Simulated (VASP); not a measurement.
Wanted: the native input for a VASP 6.6.1 run.

```
Task                   : electric field gradients
Functional             : LDA
Potentials or basis    : VASP PAW LDA potentials, release 64 (Fe)
Cutoff                 : 520 eV
k mesh                 : 16 × 16 × 16
Occupations            : fermi-dirac, width 0.05 eV
Spin                   : collinear spin, ferromagnetic start
Starting moments       : [3.0] μB
Dipole correction      : no
Further INCAR settings : ALGO = Normal; EDIFF = 1e-08; NBANDS = 14
```

The structure of Fe lies in POSCAR:

```
Fe
1.0
    0.0000000000      1.9287074879      1.9519161397
    1.4883827645      0.0000000000      1.9519161397
    1.4883827645      1.9287074879      0.0000000000
Fe
1
Direct
    0.0000000000      0.0000000000      0.0000000000
```

The input as run:

INCAR

```
PREC = Accurate
ENCUT = 520
EDIFF = 1E-8
ISMEAR = -1
SIGMA = 0.05
LREAL = False
LASPH = True
NELM = 150
ALGO = Normal
ISIF = 2
LWAVE = False
LCHARG = False
ISPIN = 2
MAGMOM = 3
LORBIT = 11
LMAXMIX = 4
GGA = CA
LEFG = True
NBANDS = 14
```

KPOINTS

```
Automatic mesh
0
Gamma
  16 16 16
```

Potentials or basis: VASP PAW LDA potentials, release 64 (Fe).

Launch:

```console
$ cat potpaw_LDA.64/Fe/POTCAR > POTCAR
$ mpirun -np 1 vasp_std > vasp.out
```

Results of the run:

```
Pressure                                              : -15.9 GPa
Net moment                                            : 2.09 μB per cell
Site moments                                          : Fe +2.06 μB
Largest electric field gradient by atom               : Fe +9.2 V/Å²
Valence electrons inside the program's atomic spheres : Fe 7.31
```

Caveat: the cell stands under tension; without QUAD_EFG the Cq values of the log hold for a quadrupole moment of 1 mb, not for the nuclei.

Wall time 120 s on 1 thread of Intel(R) Xeon(R) Platinum 8488C (Sapphire Rapids) (shared host), peak memory 0.25 GiB.
